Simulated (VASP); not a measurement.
# ScF3 (P4/mmm) in VASP: notebook

Runs on ScF3. Level: LDA. Tasks: single point.

All numbers are computed with VASP 6.6.1; they aren't measurements. Logs are shortened: lines on timing, memory, paths and dates and some standing lists are left out, and cuts for length are marked.

## Step 1: The cell of the first run

Symmetry: P4/mmm, No. 123, tetragonal system. Conventional cell: a = 4.012 Å, b = 4.012 Å, c = 3.691 Å, α = 90.00°, β = 90.00°, γ = 90.00°. Sc (site symmetry 4/mmm) has 6 F at 1.85 to 2.01 Å within 2.4 Å. F (site symmetry mmm) has 2 Sc at 2.01 Å and 8 F at 2.73 to 2.84 Å within 2.9 Å. Within 2.4 Å of F (site symmetry 4/mmm) lie 2 Sc at 1.85 Å.

## Step 2: Single point, LDA (strain +0.000 along x and y, -0.080 along z)

Input file INCAR:

```
PREC = Accurate ; ENCUT = 910
EDIFF = 1E-6 ; ISMEAR = 0
SIGMA = 0.05 ; LREAL = False
LASPH = True ; NELM = 120
ALGO = Normal ; ISIF = 2
LWAVE = False ; LCHARG = False
NBANDS = 24 ; GGA_COMPAT = False
```

Input file KPOINTS:

```
regular mesh
0
Gamma
  6 6 6
```

Input file POSCAR:

```
ScF3
1.0
    4.0124500000      0.0000000000      0.0000000000
    0.0000000000      4.0124500000      0.0000000000
    0.0000000000      0.0000000000      3.6914540000
Sc F
1 3
Direct
    0.0000000000      0.0000000000      0.0000000000
    0.5000000000      0.0000000000      0.0000000000
    0.0000000000      0.5000000000      0.0000000000
    0.0000000000      0.0000000000      0.5000000000
```

Potentials or basis: VASP PAW LDA potentials, release 64 (Sc_sv, F_h).

Command:

```sh
> cat potpaw_LDA.64/Sc_sv/POTCAR potpaw_LDA.64/F_h/POTCAR > POTCAR
> mpirun -np 1 vasp_std > vasp.out
```

OUTCAR:

```text
PREC = Accurate
   ENCUT = 910
   EDIFF = 1E-6
   ISMEAR = 0
   LREAL = False
   LASPH = True
   NELM = 120
   ISIF = 2

 ion  position               nearest neighbor table
   1  0.000  0.000  0.000-   4 1.85   4 1.85   2 2.01   3 2.01   3 2.01   2 2.01
   2  0.500  0.000  0.000-   1 2.01   1 2.01
   3  0.000  0.500  0.000-   1 2.01   1 2.01
   4  0.000  0.000  0.500-   1 1.85   1 1.85

  LATTYP: Found a simple tetragonal cell.
 ALAT       =     4.0124500000
 C/A-ratio  =     0.9200000000

  Lattice vectors:

 A1 = (   4.0124500000,   0.0000000000,   0.0000000000)
 A2 = (   0.0000000000,   4.0124500000,   0.0000000000)
 A3 = (   0.0000000000,   0.0000000000,   3.6914540000)

Analysis of symmetry for initial positions (statically):
=====================================================================
 Subroutine PRICEL returns:
 Original cell was already a primitive cell.

 Routine SETGRP: Setting up the symmetry group for a
 simple tetragonal supercell.

 Subroutine GETGRP returns: Found 16 space group operations
 (whereof 16 operations were pure point group operations)
 out of a pool of 16 trial point group operations.

The static configuration has the point symmetry D_4h.

Analysis of symmetry for dynamics (positions and initial velocities):
=====================================================================
 Subroutine PRICEL returns:
 Original cell was already a primitive cell.

 Routine SETGRP: Setting up the symmetry group for a
 simple tetragonal supercell.

 Subroutine GETGRP returns: Found 16 space group operations
 (whereof 16 operations were pure point group operations)
 out of a pool of 16 trial point group operations.

The dynamic configuration has the point symmetry D_4h.

 Subroutine INISYM returns: Found 16 space group operations
 (whereof 16 operations are pure point group operations),
 and found     1 'primitive' translations

----------------------------------------------------------------------------------------

                                     Primitive cell

  volume of cell :      59.4315

  direct lattice vectors                    reciprocal lattice vectors
     4.012450000  0.000000000  0.000000000     0.249224289  0.000000000  0.000000000
     0.000000000  4.012450000  0.000000000     0.000000000  0.249224289  0.000000000
     0.000000000  0.000000000  3.691454000     0.000000000  0.000000000  0.270895967

  length of vectors
     4.012450000  4.012450000  3.691454000     0.249224289  0.249224289  0.270895967

  position of ions in fractional coordinates (direct lattice)
     0.000000000  0.000000000  0.000000000
     0.500000000  0.000000000  0.000000000
     0.000000000  0.500000000  0.000000000
     0.000000000  0.000000000  0.500000000

  ion indices of the primitive-cell ions
   primitive index   ion index
                 1           1
                 2           2
                 3           3
                 4           4

----------------------------------------------------------------------------------------

 KPOINTS: regular mesh

Automatic generation of k-mesh.
 Grid dimensions read from file:
 generate k-points for:    6    6    6

 Generating k-lattice:

  Cartesian coordinates                     Fractional coordinates (reciprocal lattice)
     0.041537382  0.000000000  0.000000000     0.166666667  0.000000000  0.000000000
     0.000000000  0.041537382  0.000000000     0.000000000  0.166666667  0.000000000
     0.000000000  0.000000000  0.045149328     0.000000000  0.000000000  0.166666667

  Length of vectors
     0.041537382  0.041537382  0.045149328

  Shift w.r.t. Gamma in fractional coordinates (k-lattice)
     0.000000000  0.000000000  0.000000000

 Subroutine IBZKPT returns following result:
 ===========================================

 Found     40 irreducible k-points:

 Following reciprocal coordinates:
            Coordinates               Weight
  0.000000  0.000000  0.000000      1.000000
  0.166667  0.000000  0.000000      4.000000
  0.333333  0.000000  0.000000      4.000000
  0.500000  0.000000  0.000000      2.000000
  0.166667  0.166667  0.000000      4.000000
  0.333333  0.166667  0.000000      8.000000
[... 16 lines left out ...]
  0.333333  0.000000  0.333333      8.000000
  0.500000  0.000000  0.333333      4.000000
 [... further k-points ...]
   k-points           NKPTS =     40   k-points in BZ     NKDIM =     40   number of bands    NBANDS=     24
   number of dos      NEDOS =    301   number of ions     NIONS =      4
   total plane-waves  NPLWV =  57600
   dimension x,y,z NGX =    40 NGY =   40 NGZ =   36
   dimension x,y,z NGXF=    80 NGYF=   80 NGZF=   72
   ions per type =               1   3
   NGX,Y,Z   is equivalent  to a cutoff of  16.57, 16.57, 16.21 a.u.
   NGXF,Y,Z  is equivalent  to a cutoff of  33.15, 33.15, 32.43 a.u.
 SYSTEM =  unknown system
   PREC   = accura    normal or accurate (medium, high low for compatibility)
   ISTART =      0    job   : 0-new  1-cont  2-samecut
   ICHARG =      2    charge: 1-file 2-atom 10-const
   ISPIN  =      1    spin polarized calculation?
   LNONCOLLINEAR =      F non collinear calculations
   LSORBIT =      F    spin-orbit coupling
   LASPH  =      T    aspherical Exc in radial PAW
   ENCUT  =  910.0 eV  66.88 Ry    8.18 a.u.   9.87  9.87  9.08*2*pi/ulx,y,z
   NELM   =    120;   NELMIN=  2; NELMDL= -5     # of ELM steps
   EDIFF  = 0.1E-05   stopping-criterion for ELM
   LREAL  =      F    real-space projection
   EDIFFG = 0.1E-04   stopping-criterion for IOM
   NSW    =      0    number of steps for IOM
   IBRION =     -1    ionic relax: 0-MD 1-quasi-New 2-CG
   NFREE  =      0    steps in history (QN), initial steepest desc. (CG)
   ISIF   =      2    stress and relaxation
   ISYM   =      2    0-nonsym 1-usesym 2-fastsym
   POTIM  = 0.5000    time-step for ionic-motion
   TEBEG  =    0.0;   TEEND  =   0.0 temperature during run
   PSTRESS=    0.0 pullay stress
   NELECT =      32.0000    total number of electrons
   NUPDOWN=      -1.0000    fix difference up-down
   EMIN   =  10.00;   EMAX   =-10.00  energy-range for DOS
   EFERMI =   0.00;   METHOD = LEGACY
   ISMEAR =     0;   SIGMA  =   0.05  broadening in eV -4-tet -1-fermi 0-gaus
   EFERMI_NEDOS =   21; number of points for ismear=-14 and -15
   IALGO  =     38    algorithm
   IMIX   =      4    mixing-type and parameters
     AMIX     =   0.40;   BMIX     =  1.00
     AMIX_MAG =   1.60;   BMIX_MAG =  1.00
  volume/ion in A,a.u.               =      14.86       100.27
  Fermi-wavevector in a.u.,A,eV,Ry     =   1.331842  2.516816 24.134043  1.773802
  Thomas-Fermi vector in A             =   2.460822
   LORBIT       =      0    0 simple, 1 ext, 2 COOP (PROOUT), +10 PAW based schemes
   GGA     = CA    functional components
   LHFCALC =     F    Hartree Fock is set to
   AEXX    =    0.0000 exact exchange contribution
   IVDW    =     0    specifies the selected vdW correction
   LEPSILON=     F    determine dielectric tensor
   LRPA    =     F    only Hartree local field effects (RPA)
 non-spin polarized calculation
 Gauss-broadening in eV      SIGMA  =   0.05
  energy-cutoff  :      910.00
  volume of cell :       59.43
 maximum number of plane-waves:      3738
 NGX is ok and might be reduce to    40
   NGX = 19   NGY = 19   NGZ = 19

 number of electron      32.0000016 magnetization

 Free energy of the ion-electron system (eV)
  ---------------------------------------------------
  ext. energy  EPLUGINS =         0.00000000
  ---------------------------------------------------
  free energy    TOTEN  =       -29.22931344 eV

  energy without entropy =      -29.22931344  energy(sigma->0) =      -29.22931344

 E-fermi :  -2.4029     XC(G=0):  -9.2472

 val. band max:       -2.7819327646   @ k =   0.5000   0.5000   0.5000
 cond. band min:       3.5541233770   @ k =   0.0000   0.0000   0.0000
 fundamental gap:      6.3360561416
 Fermi energy:        -2.4028919344

 k-point     1 :       0.0000    0.0000    0.0000
  band No.  band energies     occupation
      1     -47.7529      2.00000
      2     -27.1320      2.00000
      3     -26.7780      2.00000
      4     -26.7780      2.00000
      5     -23.5659      2.00000
      6     -22.3297      2.00000
[... 16 lines left out ...]
     23      13.0663      0.00000
     24      13.3096      0.00000

 k-point     2 :       0.1667    0.0000    0.0000
  band No.  band energies     occupation
      1     -47.7516      2.00000
      2     -27.1309      2.00000
      3     -26.9113      2.00000
      4     -26.7768      2.00000
      5     -23.5619      2.00000
      6     -22.2622      2.00000
[... 16 lines left out ...]
     23      11.5573      0.00000
     24      13.4933      0.00000

 k-point     3 :       0.3333    0.0000    0.0000
  band No.  band energies     occupation
      1     -47.7489      2.00000
      2     -27.1480      2.00000
      3     -27.1286      2.00000
      4     -26.7744      2.00000
      5     -23.5557      2.00000
      6     -22.2398      2.00000
[... 16 lines left out ...]
     23       9.7593      0.00000
     24      14.1405      0.00000

 k-point     4 :       0.5000    0.0000    0.0000
  band No.  band energies     occupation
      1     -47.7475      2.00000
      2     -27.2548      2.00000
      3     -27.1274      2.00000
      4     -26.7731      2.00000
      5     -23.5532      2.00000
      6     -22.2355      2.00000
[... 16 lines left out ...]
     23       8.7064      0.00000
     24      14.5394      0.00000

 k-point     5 :       0.1667    0.1667    0.0000
  band No.  band energies     occupation
      1     -47.7502      2.00000
      2     -27.1297      2.00000
      3     -26.9116      2.00000
      4     -26.9084      2.00000
      5     -23.5579      2.00000
      6     -22.0613      2.00000
[... 451 lines left out ...]
 k-point    22 :       0.1667    0.0000    0.3333
  band No.  band energies     occupation
      1     -47.7369      2.00000
      2     -28.1019      2.00000
      3     -26.8987      2.00000
      4     -26.7649      2.00000
      5     -22.2641      2.00000
      6     -21.9668      2.00000
[... 16 lines left out ...]
     23      10.7731      0.00000
     24      12.6014      0.00000

 k-point    23 :       0.3333    0.0000    0.3333
  band No.  band energies     occupation
      1     -47.7342      2.00000
      2     -28.0988      2.00000
      3     -27.1343      2.00000
      4     -26.7625      2.00000
      5     -22.2384      2.00000
      6     -21.8139      2.00000
[... 16 lines left out ...]
     23      10.6150      0.00000
     24      11.4462      0.00000

 k-point    24 :       0.5000    0.0000    0.3333
  band No.  band energies     occupation
      1     -47.7328      2.00000
      2     -28.0972      2.00000
      3     -27.2407      2.00000
      4     -26.7613      2.00000
      5     -22.2335      2.00000
      6     -21.8119      2.00000
[... 16 lines left out ...]
     23       9.6148      0.00000
     24      11.7227      0.00000

 [... further k-points ...]

------------------------ aborting loop because EDIFF is reached ----------------------------------------

  FORCE on cell =-STRESS in cart. coord.  units (eV):
  Direction    XX          YY          ZZ          XY          YZ          ZX
  --------------------------------------------------------------------------------------
  -------------------------------------------------------------------------------------
  Total       -0.4138674     -0.4138674     10.8343667      0.0000000      0.0000000      0.0000000
  in kB      -11.1571950    -11.1571950    292.0770171      0.0000000      0.0000000      0.0000000
  external PRESSURE =      89.9208757 kB  Pullay stress =       0.0000000 kB

 VOLUME and BASIS-vectors are now :
 -----------------------------------------------------------------------------
  energy-cutoff  :      910.00
  volume of cell :       59.43
      direct lattice vectors                 reciprocal lattice vectors
     4.012450000  0.000000000  0.000000000     0.249224289  0.000000000  0.000000000
     0.000000000  4.012450000  0.000000000     0.000000000  0.249224289  0.000000000
     0.000000000  0.000000000  3.691454000     0.000000000  0.000000000  0.270895967

 POSITION                                       TOTAL-FORCE (eV/Angst)
 -----------------------------------------------------------------------------------
      0.00000      0.00000      0.00000         0.000000      0.000000      0.000000
      2.00623      0.00000      0.00000         0.000000      0.000000      0.000000
      0.00000      2.00623      0.00000         0.000000      0.000000      0.000000
      0.00000      0.00000      1.84573         0.000000      0.000000      0.000000
 -----------------------------------------------------------------------------------
    total drift:                                0.000000      0.000000     -0.000000

  FREE ENERGIE OF THE ION-ELECTRON SYSTEM (eV)
  ---------------------------------------------------
  free  energy   TOTEN  =       -29.2293134356 eV

  energy  without entropy=      -29.2293134356  energy(sigma->0) =      -29.22931344
```

It took 49 s on 1 thread of Intel Xeon 6975P-C (Granite Rapids), shared host; peak memory 0.26 GiB.

What came out:

| Property | Result |
| --- | --- |
| Free energy | -29.2293 eV |
| Pressure | 9.0 GPa |
| Band gap on the k mesh | 6.34 eV (least direct gap 6.89 eV) |

Stress tensor (GPa, compression positive):
```
-1.12  0.00  0.00
 0.00 -1.12  0.00
 0.00  0.00 29.21
```

Caveat: the cell differs from its parent crystal (strain +0.000 along x and y, -0.080 along z); the cutoff is under 1.25 times the usual one of these potentials, so pressure, stress and relaxed cells hold a basis-set (Pulay) error; the cell stands under pressure. A k mesh can miss the band edges.

## Step 3: Single point, LDA (strain -0.080 along x and y, +0.080 along z)

Input file INCAR:

```
PREC     = Accurate       # precision mode
ENCUT    = 910            # plane-wave cutoff, eV
EDIFF    = 1E-6           # SCF threshold, eV
ISMEAR   = 0              # smearing method
SIGMA    = 0.05           # smearing width, eV
LREAL    = F              # projectors in reciprocal space
LASPH    = T              # aspherical terms in the spheres
NELM     = 120            # most SCF steps
ALGO     = Normal         # electronic algorithm
ISIF     = 2              # what is computed and relaxed
LWAVE    = F              # write WAVECAR
LCHARG   = F              # write CHGCAR
NBANDS   = 24             # bands
GGA_COMPAT= F
```

KPOINTS is that of step 2.

Input file POSCAR:

```
ScF3
1.0
    3.6914540000      0.0000000000      0.0000000000
    0.0000000000      3.6914540000      0.0000000000
    0.0000000000      0.0000000000      4.3334460000
Sc F
1 3
Direct
    0.0000000000      0.0000000000      0.0000000000
    0.5000000000      0.0000000000      0.0000000000
    0.0000000000      0.5000000000      0.0000000000
    0.0000000000      0.0000000000      0.5000000000
```

Potentials or basis: VASP PAW LDA potentials, release 64 (Sc_sv, F_h).

Command:

```sh
> cat potpaw_LDA.64/Sc_sv/POTCAR potpaw_LDA.64/F_h/POTCAR > POTCAR
> mpirun -np 1 vasp_std > vasp.out
```

It took 83 s on 1 thread of Intel Xeon Platinum 8259CL at 2.50GHz (Skylake/Cascade Lake), shared host; peak memory 0.26 GiB.

It converged, with:

| Item | Value |
| --- | --- |
| Free energy | -28.5587 eV |
| Pressure | 14.6 GPa |
| Band gap on the k mesh | 5.97 eV (least direct gap 6.00 eV) |

Stress tensor (GPa, compression positive):
```
 30.09   0.00   0.00
  0.00  30.09   0.00
  0.00   0.00 -16.45
```

Levels at points of the mesh, in eV from the valence-band top:
```tsv
k point	band 14	band 15	band 16	band 17	band 18	band 19
(0.00, 0.00, 0.00)	-0.62	-0.02	-0.02	5.97	6.07	6.07
(0.50, 0.00, 0.00)	-0.72	-0.43	0.00	6.16	7.46	7.54
(0.50, 0.50, 0.00)	-0.89	-0.39	-0.39	7.63	7.63	8.23
(0.00, 0.00, 0.50)	-1.62	-0.31	-0.31	5.99	6.64	6.64
(0.50, 0.00, 0.50)	-1.93	-0.26	-0.05	6.71	7.48	7.90
(0.50, 0.50, 0.50)	-1.12	-0.01	-0.01	8.00	8.00	8.56
```

Caveat: the cell differs from its parent crystal (strain -0.080 along x and y, +0.080 along z); the cutoff is under 1.25 times the usual one of these potentials, so pressure, stress and relaxed cells hold a basis-set (Pulay) error; the cell stands under pressure. A k mesh can miss the band edges.

## Step 4: Single point, LDA (strain -0.080 along x and y, +0.040 along z)

Input file INCAR:

```
PREC = Accurate
ENCUT = 910
EDIFF = 1E-6
ISMEAR = 0
SIGMA = 0.05
LREAL = F
LASPH = T
NELM = 120
ALGO = Normal
ISIF = 2
LWAVE = F
LCHARG = F
NBANDS = 24
GGA_COMPAT = F
```

Input file KPOINTS:

```
Automatic mesh
0
Gamma
  6 6 6
```

Changes to POSCAR since step 3:

```diff
@@ -4,3 +4,3 @@
     0.0000000000      3.6914540000      0.0000000000
-    0.0000000000      0.0000000000      4.3334460000
+    0.0000000000      0.0000000000      4.1729480000
 Sc F
```

Command:

```sh
> cat potpaw_LDA.64/Sc_sv/POTCAR potpaw_LDA.64/F_h/POTCAR > POTCAR
> mpirun -np 1 vasp_std > vasp.out
```

It took 70 s on 1 thread of Intel Xeon Platinum 8488C (Sapphire Rapids), shared host; peak memory 0.25 GiB.

Results (log left out):

```yaml
Free_energy: -28.7312 eV
Pressure: 18.2 GPa
Band_gap_on_the_k_mesh: 6.40 eV (least direct gap 6.55 eV)
```

Stress tensor (GPa, compression positive):
```
32.08  0.00  0.00
 0.00 32.08  0.00
 0.00  0.00 -9.62
```

Levels at points of the mesh, in eV from the valence-band top:
```tsv
k point	band 14	band 15	band 16	band 17	band 18	band 19
(0.00, 0.00, 0.00)	-0.57	-0.15	-0.15	6.40	6.47	6.47
(0.50, 0.00, 0.00)	-0.68	-0.56	-0.13	6.56	7.89	7.95
(0.50, 0.50, 0.00)	-0.76	-0.54	-0.54	8.04	8.04	8.95
(0.00, 0.00, 0.50)	-1.24	-0.53	-0.53	6.42	7.20	7.20
(0.50, 0.00, 0.50)	-1.54	-0.48	-0.03	7.27	7.91	8.42
(0.50, 0.50, 0.50)	-0.76	0.00	0.00	8.53	8.53	9.00
```

Caveat: the cell differs from its parent crystal (strain -0.080 along x and y, +0.040 along z); the cutoff is under 1.25 times the usual one of these potentials, so pressure, stress and relaxed cells hold a basis-set (Pulay) error; the cell stands under pressure.

## Step 5: The runs side by side

```tsv
cell	gap on the mesh (eV)	pressure (GPa)
a = 4.012, b = 4.012, c = 3.691 Å, 4 atoms	6.34	9.0
a = 3.691, b = 3.691, c = 4.333 Å, 4 atoms	5.97	14.6
a = 3.691, b = 3.691, c = 4.173 Å, 4 atoms	6.40	18.2
```

Alike in all rows: task single point; level LDA; potentials or basis VASP PAW LDA potentials, release 64 (Sc_sv, F_h); no spin polarisation; k mesh 6 × 6 × 6; cutoff (eV) 910; smearing gaussian 0.05 eV.

Caveats: the cutoff is under 1.25 times the usual one of these potentials, so pressure, stress and relaxed cells hold a basis-set (Pulay) error; the cell stands under pressure.

Absolute energies hang on the potentials; compare differences alone.
